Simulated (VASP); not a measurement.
Input of a VASP 6.6.1 run:

INCAR

```
SYSTEM = B2Pd
ALGO     = Normal         ! electronic algorithm
EDIFF    = 1E-6           ! SCF threshold, eV
ENCUT    = 520            ! plane-wave cutoff, eV
GGA      = PE             ! functional
GGA_COMPAT= .FALSE.      
ISIF     = 2              ! what is computed and relaxed
ISMEAR   = -1             ! smearing method
LASPH    = .TRUE.         ! aspherical terms in the spheres
LCHARG   = .FALSE.        ! write CHGCAR
LMAXMIX  = 4              ! l up to which the mixer works
LORBIT   = 11             ! projections on sites
LORBMOM  = .TRUE.       
LREAL    = .FALSE.        ! projectors in reciprocal space
LSORBIT  = .TRUE.         ! spin-orbit coupling
LWAVE    = .FALSE.        ! write WAVECAR
MAGMOM   = 0 0 0 0 0 0 0 0 1 ! initial moments
NBANDS   = 29             ! bands
NELM     = 150            ! most SCF steps
PREC     = Accurate       ! precision mode
SIGMA    = 0.1271         ! smearing width, eV
```

The input KPOINTS:

```
k-points
0
G
  7 7 5
  0 0 0
```

The input POSCAR:

```
B2Pd
1.0
    3.0363316701     -0.0000002940      0.0000000000
   -1.5181655804      2.6295405076      0.0000000000
    0.0000000000      0.0000000000      3.6071434121
B Pd
2 1
Direct
    0.3333333333      0.6666666667      0.5000000000
    0.6666666667      0.3333333333      0.5000000000
    0.0000000000      0.0000000000      0.0000000000
```

Potentials or basis: VASP PAW PBE potentials, release 64 (B, Pd).

Run with:

```bash
$ cat potpaw_PBE.64/B/POTCAR potpaw_PBE.64/Pd/POTCAR > POTCAR
$ mpirun -np 1 vasp_ncl > vasp.out
```

Problem. Estimate the pressure.

Solution. 0.0 GPa.

Problem. What does it give for the net moment?

Solution. 0.00 μB per cell.

Moments on the atoms (μB; x, y, z):
```
B   0.00 0.00 0.00
B   0.00 0.00 0.00
Pd  0.00 0.00 0.00
```
